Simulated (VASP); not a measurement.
Runs of VASP 6.6.1 on MgO. The structure is that of space group P6_3mc (No. 186), or close to it. The cells are those of the table. 

| level | cell | smearing | gap on the mesh (eV) | pressure (GPa) |
| --- | --- | --- | --- | --- |
| PBE | a = 3.190, b = 3.190, c = 5.219 Å, angles 90.0, 90.0, 120.0°, 4 atoms | fermi-dirac 0.02 eV | 3.92 | 7.8 |
| r2SCAN | a = 3.190, b = 3.190, c = 5.219 Å, angles 90.0, 90.0, 120.0°, 4 atoms | gaussian 0.01 eV | (b) | (a) |
| r2SCAN | a = 3.222, b = 3.222, c = 5.165 Å, angles 90.0, 90.0, 120.0°, 4 atoms | gaussian 0.01 eV | 4.47 | 2.1 |
| r2SCAN | a = 3.157, b = 3.157, c = 5.264 Å, angles 90.0, 90.0, 120.0°, 4 atoms | gaussian 0.01 eV | 4.63 | (c) |
| r2SCAN | a = 3.255, b = 3.255, c = 5.106 Å, angles 90.0, 90.0, 120.0°, 4 atoms | gaussian 0.01 eV | 4.33 | 0.6 |

Alike in all rows: task single point; potentials or basis VASP PAW PBE potentials, release 64 (Mg, O); no spin polarisation; k mesh 12 × 12 × 6; cutoff (eV) 520.

Q: Estimate the missing entries.

A: (a) 3.7; (b) 4.60; (c) 5.5.

Caveats: the PAW data sets were made with another functional, which shifts forces and pressure a little (some runs).

A k mesh can miss the band edges.
